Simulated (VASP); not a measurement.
# AlAu2 (I4/mmm) in VASP: notebook, part 2 of 2

VASP 6.6.1. Earlier steps stand in the parts before.

### Step 4. Single point, LDA

This run uses another cell than the first one, of 15.86 Å³/atom, 1.015 times its volume.

Contents of INCAR:

```
SYSTEM = AlAu2
PREC = Accurate ; ENCUT = 520
EDIFF = 1E-6 ; ISMEAR = 0
SIGMA = 0.15 ; LREAL = .False.
LASPH = .True. ; NELM = 80
ALGO = Fast ; ISIF = 2
LWAVE = .False. ; LCHARG = .False.
GGA = CA ; NBANDS = 20
```

Contents of KPOINTS:

```
Automatic mesh
0
Gamma
  16 16 16
  0 0 0
```

Contents of POSCAR:

```
AlAu2
1.0
   -1.6358000000      1.6358000000      4.4441500000
    1.6358000000     -1.6358000000      4.4441500000
    1.6358000000      1.6358000000     -4.4441500000
Al Au
1 2
Direct
    0.0000000000      0.0000000000      0.0000000000
    0.6570428093      0.6570428093      0.0000000000
    0.3429571907      0.3429571907      0.0000000000
```

Potentials or basis: VASP PAW LDA potentials, release 64 (Al, Au).

Command:

```sh
$ cat potpaw_LDA.64/Al/POTCAR potpaw_LDA.64/Au/POTCAR > POTCAR
$ mpirun -np 1 vasp_std > vasp.out
```

OUTCAR:

```text
SYSTEM = AlAu2
   PREC = Accurate
   ENCUT = 520
   EDIFF = 1E-6
   ISMEAR = 0
   LREAL = .False.
   LASPH = .True.
   NELM = 80
   ISIF = 2
   GGA = CA

 ion  position               nearest neighbor table
   1  0.000  0.000  0.000-   2 2.70   2 2.70   2 2.70   3 2.70   3 2.70   3 2.70   2 2.70   3 2.70
                             2 3.05   3 3.05
   2  0.657  0.657  0.000-   1 2.70   1 2.70   1 2.70   1 2.70   3 2.79   3 2.84   3 2.84   3 2.84
                             3 2.84   1 3.05
   3  0.343  0.343  0.000-   1 2.70   1 2.70   1 2.70   1 2.70   2 2.79   2 2.84   2 2.84   2 2.84
                             2 2.84   1 3.05

  LATTYP: Found a body centered tetragonal cell.
 ALAT       =     3.2716000000
 C/A-ratio  =     2.7168052329

  Lattice vectors:

 A1 = (  -1.6358000000,   1.6358000000,   4.4441500000)
 A2 = (   1.6358000000,  -1.6358000000,   4.4441500000)
 A3 = (   1.6358000000,   1.6358000000,  -4.4441500000)

Analysis of symmetry for initial positions (statically):
=====================================================================
 Subroutine PRICEL returns:
 Original cell was already a primitive cell.

 Routine SETGRP: Setting up the symmetry group for a
 body centered tetragonal supercell.

 Subroutine GETGRP returns: Found 16 space group operations
 (whereof 16 operations were pure point group operations)
 out of a pool of 16 trial point group operations.

The static configuration has the point symmetry D_4h.

Analysis of symmetry for dynamics (positions and initial velocities):
=====================================================================
 Subroutine PRICEL returns:
 Original cell was already a primitive cell.

 Routine SETGRP: Setting up the symmetry group for a
 body centered tetragonal supercell.

 Subroutine GETGRP returns: Found 16 space group operations
 (whereof 16 operations were pure point group operations)
 out of a pool of 16 trial point group operations.

The dynamic configuration has the point symmetry D_4h.

 Subroutine INISYM returns: Found 16 space group operations
 (whereof 16 operations are pure point group operations),
[... 114 lines left out ...]
   EFERMI_NEDOS =   21; number of points for ismear=-14 and -15
   IALGO  =     68    algorithm
   IMIX   =      4    mixing-type and parameters
     AMIX     =   0.40;   BMIX     =  1.00
     AMIX_MAG =   1.60;   BMIX_MAG =  1.00
  volume/ion in A,a.u.               =      15.86       107.00
  Fermi-wavevector in a.u.,A,eV,Ry     =   1.321149  2.496610 23.748080  1.745435
  Thomas-Fermi vector in A             =   2.450924
   LORBIT       =      0    0 simple, 1 ext, 2 COOP (PROOUT), +10 PAW based schemes
   GGA     = CA    functional components
   LHFCALC =     F    Hartree Fock is set to
   AEXX    =    0.0000 exact exchange contribution
   IVDW    =     0    specifies the selected vdW correction
   LEPSILON=     F    determine dielectric tensor
   LRPA    =     F    only Hartree local field effects (RPA)
 non-spin polarized calculation
 RMM-DIIS sequential band-by-band and
 Gauss-broadening in eV      SIGMA  =   0.15
  energy-cutoff  :      520.00
  volume of cell :       47.57
 maximum number of plane-waves:      1302
 NGX is ok and might be reduce to    40
   NGX = 19   NGY = 19   NGZ = 19

 number of electron      25.0000000 magnetization

 Free energy of the ion-electron system (eV)
  ---------------------------------------------------
  ext. energy  EPLUGINS =         0.00000000
  ---------------------------------------------------
  free energy    TOTEN  =       -14.16858241 eV

  energy without entropy =      -14.16195557  energy(sigma->0) =      -14.16526899

 E-fermi :  10.1524     XC(G=0): -12.4471

 val. band max:       10.1390384235   @ k =  -0.4375   0.1250   0.0625
 cond. band min:      10.1654250753   @ k =   0.4375   0.3750   0.0625
 fundamental gap:      0.0263866519
 Fermi energy:        10.1523783260

 k-point     1 :       0.0000    0.0000    0.0000
  band No.  band energies     occupation
      1      -1.1880      2.00000
      2       2.9871      2.00000
      3       3.4574      2.00000
      4       4.5270      2.00000
      5       4.7844      2.00000
      6       4.9373      2.00000
[... 541 lines left out ...]
     19      18.5997      0.00000
     20      20.8012      0.00000

 [... further k-points ...]
[... 5 lines left out ...]
  --------------------------------------------------------------------------------------
  -------------------------------------------------------------------------------------
  Total       -0.0026900     -0.0026900     -1.0553988      0.0000000      0.0000000     -0.0000000
  in kB       -0.0906060     -0.0906060    -35.5482364      0.0000000      0.0000000     -0.0000000
  external PRESSURE =     -11.9098161 kB  Pullay stress =       0.0000000 kB

 VOLUME and BASIS-vectors are now :
 -----------------------------------------------------------------------------
  energy-cutoff  :      520.00
  volume of cell :       47.57
      direct lattice vectors                 reciprocal lattice vectors
    -1.635800000  1.635800000  4.444150000     0.000000000  0.305660839  0.112507454
     1.635800000 -1.635800000  4.444150000     0.305660839  0.000000000  0.112507454
     1.635800000  1.635800000 -4.444150000     0.305660839  0.305660839  0.000000000

 POSITION                                       TOTAL-FORCE (eV/Angst)
 -----------------------------------------------------------------------------------
      0.00000      0.00000      0.00000         0.000000      0.000000     -0.000000
      0.00000      0.00000      5.83999        -0.000000     -0.000000     -0.288107
      0.00000      0.00000      3.04831         0.000000      0.000000      0.288107
 -----------------------------------------------------------------------------------
    total drift:                                0.000000      0.000000     -0.000000

  FREE ENERGIE OF THE ION-ELECTRON SYSTEM (eV)
  ---------------------------------------------------
  free  energy   TOTEN  =       -14.1685824113 eV

  energy  without entropy=      -14.1619555729  energy(sigma->0) =      -14.16526899
```

OSZICAR:

```text
N       E                     dE             d eps       ncg     rms          rms(c)
DAV:   1     0.126581408457E+03    0.12658E+03   -0.11846E+04 14152   0.112E+03
DAV:   2    -0.124115574249E+02   -0.13899E+03   -0.13269E+03 15348   0.249E+02
DAV:   3    -0.155898505329E+02   -0.31783E+01   -0.31608E+01 16232   0.365E+01
DAV:   4    -0.156069728867E+02   -0.17122E-01   -0.17121E-01 15204   0.306E+00
DAV:   5    -0.156071291054E+02   -0.15622E-03   -0.15622E-03 15984   0.307E-01    0.134E+01
RMM:   6    -0.142542455214E+02    0.13529E+01   -0.32780E+00 13980   0.117E+01    0.798E+00
RMM:   7    -0.141940593394E+02    0.60186E-01   -0.11627E-01 14572   0.228E+00    0.426E+00
RMM:   8    -0.141688473847E+02    0.25212E-01   -0.18768E-02 14337   0.867E-01    0.250E-01
RMM:   9    -0.141686290174E+02    0.21837E-03   -0.28695E-03 15135   0.336E-01    0.131E-01
RMM:  10    -0.141685921360E+02    0.36881E-04   -0.40789E-04 15291   0.137E-01    0.580E-02
RMM:  11    -0.141685824744E+02    0.96617E-05   -0.63673E-05 15233   0.547E-02    0.221E-02
RMM:  12    -0.141685833835E+02   -0.90910E-06   -0.20210E-05 15359   0.281E-02    0.993E-03
RMM:  13    -0.141685823480E+02    0.10355E-05   -0.52279E-06 14645   0.136E-02    0.206E-03
RMM:  14    -0.141685824113E+02   -0.63268E-07   -0.75192E-07  9260   0.563E-03
   1 F= -.14168582E+02 E0= -.14165269E+02  d E =-.662684E-02
```

stdout:

```text
POSCAR found type information on POSCAR AlAu
 POSCAR found :  2 types and       3 ions
 scaLAPACK will be used
 LDA part: xc-table for (Slater(with rela. corr.)+CA(PZ))
 , standard interpolation
 POSCAR, INCAR and KPOINTS ok, starting setup
 FFT: planning ... GRIDC
 FFT: planning ... GRID_SOFT
 FFT: planning ... GRID
 WAVECAR not read
 entering main loop
```

Wall time 6.6 min (1 thread of AMD EPYC 9R45 (Zen 5), shared host); peak memory 0.4 GiB.

What came out:

```
Free energy   : -14.1686 eV
Pressure      : -1.2 GPa
Largest force : 0.288 eV/Å
```

Forces on the atoms (eV/Å):
```
Al   0.000  0.000  0.000
Au   0.000  0.000 -0.288
Au   0.000  0.000  0.288
```

Caveat: spin-orbit coupling is left out, which moves the levels of the heavy elements.

### Step 5. Single point, LDA

This run uses another cell than the first one, of 15.83 Å³/atom, 1.013 times its volume.

Contents of INCAR:

```
PREC = Accurate ; ENCUT = 520
EDIFF = 1E-7 ; ISMEAR = 0
SIGMA = 0.15 ; LREAL = False
LASPH = True ; NELM = 80
ALGO = Fast ; ISIF = 2
LWAVE = False ; LCHARG = False
GGA = CA ; NBANDS = 20
```

Contents of KPOINTS:

```
Automatic mesh
0
Gamma
  16 16 16
```

Contents of POSCAR:

```
AlAu2
1.0
   -1.7019000000      1.7019000000      4.0978500000
    1.7019000000     -1.7019000000      4.0978500000
    1.7019000000      1.7019000000     -4.0978500000
Al Au
1 2
Direct
    0.0000000000      0.0000000000      0.0000000000
    0.6570428093      0.6570428093      0.0000000000
    0.3429571907      0.3429571907      0.0000000000
```

Command:

```sh
$ cat potpaw_LDA.64/Al/POTCAR potpaw_LDA.64/Au/POTCAR > POTCAR
$ mpirun -np 1 vasp_std > vasp.out
```

Wall time 4.5 min (1 thread of AMD EPYC 9R45 (Zen 5), shared host); peak memory 0.38 GiB.

It converged, with:

- Free energy: -14.0915 eV
- Pressure: 2.5 GPa
- Largest force: 1.132 eV/Å

Forces in eV/Å, atoms in the order of the input:
```
Al   0.000  0.000  0.000
Au   0.000  0.000  1.132
Au   0.000  0.000 -1.132
```

Stress tensor (GPa, compression positive):
```
-1.25  0.00  0.00
 0.00 -1.25  0.00
 0.00  0.00  9.87
```

Levels at points of the mesh, in eV from the Fermi level:
```csv
k point,band 10,band 11,band 12,band 13,band 14,band 15,band 16,band 17
"(0.00, 0.00, 0.00)",-4.75,-3.46,-0.22,2.73,5.77,5.77,6.46,6.46
"(0.50, 0.00, 0.00)",-3.39,-3.21,-3.11,-1.87,2.42,7.18,7.52,7.99
"(0.50, 0.50, 0.00)",-3.42,-3.26,-1.71,0.97,1.01,1.96,2.18,6.34
"(0.50, 0.50, 0.50)",-3.43,-3.43,-2.62,2.10,2.10,6.45,7.43,8.39
```

Caveat: spin-orbit coupling is left out, which moves the levels of the heavy elements; forces of over 1 eV/Å act on the atoms, so gaps and moduli don't describe the material at rest.

### Step 6. Single point, LDA

This run uses another cell than the first one, of 15.96 Å³/atom, 1.022 times its volume.

Contents of INCAR:

```
  ALGO = Fast
  EDIFF = 1E-7
  ENCUT = 520
  GGA = CA
  ISIF = 2
  ISMEAR = 0
  LASPH = T
  LCHARG = F
  LREAL = F
  LWAVE = F
  NBANDS = 20
  NELM = 100
  PREC = Accurate
  SIGMA = 0.15
```

Contents of KPOINTS:

```
k-points
0
Gamma
  16 16 16
```

Contents of POSCAR:

```
AlAu2
1.0
   -1.6853500000      1.6853500000      4.2133000000
    1.6853500000     -1.6853500000      4.2133000000
    1.6853500000      1.6853500000     -4.2133000000
Al Au
1 2
Direct
    0.0000000000      0.0000000000      0.0000000000
    0.6570428093      0.6570428093      0.0000000000
    0.3429571907      0.3429571907      0.0000000000
```

Potentials or basis: VASP PAW LDA potentials, release 64 (Al, Au).

Command:

```sh
$ cat potpaw_LDA.64/Al/POTCAR potpaw_LDA.64/Au/POTCAR > POTCAR
$ mpirun -np 1 vasp_std > vasp.out
```

Run time: 5.5 min. Hardware: 1 thread of AMD EPYC 9R45 (Zen 5), shared host; peak memory 0.38 GiB.

Results (log left out):

```yaml
Free_energy: -14.1547 eV
Pressure: -0.5 GPa
Largest_force: 0.513 eV/Å
```

Forces on the atoms (eV/Å):
```
Al   0.000  0.000  0.000
Au   0.000  0.000  0.513
Au   0.000  0.000 -0.513
```

Stress tensor (GPa, compression positive):
```
-2.28  0.00  0.00
 0.00 -2.28  0.00
 0.00  0.00  3.06
```

Levels at points of the mesh, in eV from the Fermi level:
```tsv
k point	band 11	band 12	band 13	band 14	band 15	band 16
(0.00, 0.00, 0.00)	-3.48	-0.64	2.01	5.81	5.81	6.56
(0.50, 0.00, 0.00)	-3.27	-3.10	-1.99	2.13	7.30	7.69
(0.50, 0.50, 0.00)	-3.12	-1.54	0.91	1.02	2.09	2.12
(0.50, 0.50, 0.50)	-3.46	-2.69	2.38	2.38	6.76	7.33
```

Caveat: spin-orbit coupling is left out, which moves the levels of the heavy elements.

### Step 7. Overview

| cell | further INCAR settings | gap on the mesh (eV) | pressure (GPa) | largest force (eV/Å) |
| --- | --- | --- | --- | --- |
| a = 5.092 Å, angles 143.3, 143.3, 52.9°, 3 atoms | ALGO = Fast; EDIFF = 1e-06; NBANDS = 20 | none | 1.2 | 0.53 |
| a = 4.829 Å, angles 139.6, 139.6, 58.5°, 3 atoms | ALGO = Fast; EDIFF = 1e-06; NBANDS = 20 | none | 2.6 | 0.44 |
| a = 5.010 Å, angles 141.9, 141.9, 55.0°, 3 atoms | ALGO = Fast; EDIFF = 1e-06; NBANDS = 20 | none | -1.2 | 0.29 |
| a = 4.752 Å, angles 138.0, 138.0, 60.9°, 3 atoms | ALGO = Fast; EDIFF = 1e-07; NBANDS = 20 | none | 2.5 | 1.13 |
| a = 4.841 Å, angles 139.3, 139.3, 59.0°, 3 atoms | ALGO = Fast; EDIFF = 1e-07; NBANDS = 20 | none | -0.5 | 0.51 |

Alike in all rows: task single point; level LDA; potentials or basis VASP PAW LDA potentials, release 64 (Al, Au); no spin polarisation; k mesh 16 × 16 × 16; cutoff (eV) 520; smearing gaussian 0.15 eV.

Caveats: spin-orbit coupling is left out, which moves the levels of the heavy elements; forces of over 1 eV/Å act on the atoms, so gaps and moduli don't describe the material at rest (some runs).

Absolute energies hang on the potentials; compare differences alone.
